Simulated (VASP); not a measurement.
# Bi2Te3: single point with PBEsol

Bi2Te3:

```
Bi Te
1.0
     2.20850    1.27508    9.94667
    -2.20850    1.27508    9.94667
     0.00000   -2.55016    9.94667
Bi Te
2 3
Direct
  0.81200 0.81200 0.81200
  0.40200 0.40200 0.40200
  0.61100 0.61100 0.61100
  0.20000 0.20000 0.20000
  0.00000 0.00000 0.00000
```

```json
{
 "Program": "VASP 6.6.1",
 "Task": "single point",
 "Functional": "PBEsol",
 "Potentials or basis": "VASP PAW PBE potentials, release 64 (Bi_d, Te)",
 "Cutoff": "520 eV",
 "k mesh": "1 × 1 × 1",
 "Occupations": "gaussian, width 0.1 eV",
 "Spin": "no spin polarisation",
 "Dipole correction": "no",
 "Further INCAR settings": "ALGO = Normal; EDIFF = 1e-06; NBANDS = 32"
}
```

```
Pressure               : 25.3 GPa
Largest force          : 3.215 eV/Å
Band gap on the k mesh : 0.15 eV
```

Forces in eV/Å, atoms in the order of the input:
```
Bi   0.000  0.000  3.215
Bi   0.000  0.000 -3.003
Te   0.000  0.000  2.144
Te   0.000  0.000 -2.223
Te   0.000  0.000 -0.134
```

Stress tensor (GPa, compression positive):
```
39.77  0.00  0.00
 0.00 39.77  0.00
 0.00  0.00 -3.65
```

Levels at points of the mesh, in eV from the valence-band top:
| k point | band 21 | band 22 | band 23 | band 24 | band 25 | band 26 | band 27 | band 28 |
| --- | --- | --- | --- | --- | --- | --- | --- | --- |
| (0.00, 0.00, 0.00) | -1.68 | -0.01 | 0.00 | 0.00 | 0.15 | 0.20 | 0.20 | 2.24 |

It took 2.2 min on 1 thread of AMD EPYC 7R43 64-Core Processor (Zen 3), on a shared host, peak memory 0.79 GiB.

Caveat: the k points lie up to 1.66 Å⁻¹ apart; the PAW data sets were made with another functional, which shifts forces and pressure a little; spin-orbit coupling is left out, which moves the levels of the heavy elements. A k mesh can miss the band edges.
